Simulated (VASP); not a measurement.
Here is a VASP 6.6.1 calculation.

Contents of INCAR:

```
  ALGO = Normal
  EDIFF = 1E-6
  ENCUT = 500
  GGA = PS
  GGA_COMPAT = False
  ISIF = 2
  ISMEAR = -1
  LASPH = True
  LCHARG = True
  LELF = True
  LREAL = False
  LVHAR = True
  LWAVE = False
  NBANDS = 10
  NELM = 120
  PREC = Accurate
  SIGMA = 0.05
```

Contents of KPOINTS:

```
k-points
0
Gamma
  17 17 10
```

POSCAR

```
Al
1.0
    2.5207821711      0.0000000000      0.0000000000
   -1.2603910855      2.1830613976      0.0000000000
    0.0000000000      0.0000000000      4.1069456751
Al
2
Direct
    0.3333333333      0.6666666667      0.2500000000
    0.6666666667      0.3333333333      0.7500000000
```

Potentials or basis: VASP PAW PBE potentials, release 64 (Al).

The run is started by

```console
$ cat potpaw_PBE.64/Al/POTCAR > POTCAR
$ mpirun -np 1 vasp_std > vasp.out
```

(1) What does it give for the band gap on the k mesh?

(2) Predict the pressure.

## Answers

(1) zero (band 3 reaches 17.52 eV, above the bottom of band 4 at 8.86 eV).

(2) 63.4 GPa.

Caveat: the PAW data sets were made with another functional, which shifts forces and pressure a little.
